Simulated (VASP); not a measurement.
Write the native input for VASP 6.6.1 that does the following.

| Quantity | Value |
| --- | --- |
| Task | single point |
| Functional | PBE |
| Potentials or basis | VASP PAW PBE potentials, release 64 (Pt, Fe) |
| Cutoff | 600 eV |
| k mesh | 10 × 10 × 7 |
| Occupations | gaussian, width 0.013 eV |
| Spin | collinear spin, ferromagnetic start |
| Starting moments | [0.0, 3.0] μB |
| Dipole correction | no |
| Further INCAR settings | ALGO = Normal; EDIFF = 1e-06; NBANDS = 20 |

The structure of FePt lies in POSCAR:

```
FePt
1.0
    2.7235000000      0.0000000000      0.0000000000
    0.0000000000      2.7235000000      0.0000000000
    0.0000000000      0.0000000000      3.7200000000
Pt Fe
1 1
Direct
    0.5000000000      0.5000000000      0.5000000000
    0.0000000000      0.0000000000      0.0000000000
```

One way to write it, as run:

INCAR

```
PREC = Accurate
ENCUT = 600
EDIFF = 1E-6
ISMEAR = 0
SIGMA = 0.013000000000000001
LREAL = False
LASPH = True
NELM = 200
ALGO = Normal
ISIF = 2
LWAVE = False
LCHARG = False
ISPIN = 2
MAGMOM = 0 3
LORBIT = 11
LMAXMIX = 4
GGA = PE
NBANDS = 20
GGA_COMPAT = False
```

KPOINTS

```
Automatic mesh
0
Gamma
  10 10 7
```

Potentials or basis: VASP PAW PBE potentials, release 64 (Pt, Fe).

Launch:

```console
$ cat potpaw_PBE.64/Pt/POTCAR potpaw_PBE.64/Fe/POTCAR > POTCAR
$ mpirun -np 1 vasp_std > vasp.out
```

Results of the run:

| Quantity | Value |
| --- | --- |
| Pressure | 2.8 GPa |
| Net moment | 3.25 μB per cell |
| Site moments | Pt +0.32; Fe +2.91 μB |
| Valence electrons inside the program's atomic spheres | Pt 9.44; Fe 6.99 |

It took 39 s on 1 thread of Intel(R) Xeon(R) 6975P-C (Granite Rapids), with other jobs on the host, peak memory 0.22 GiB.
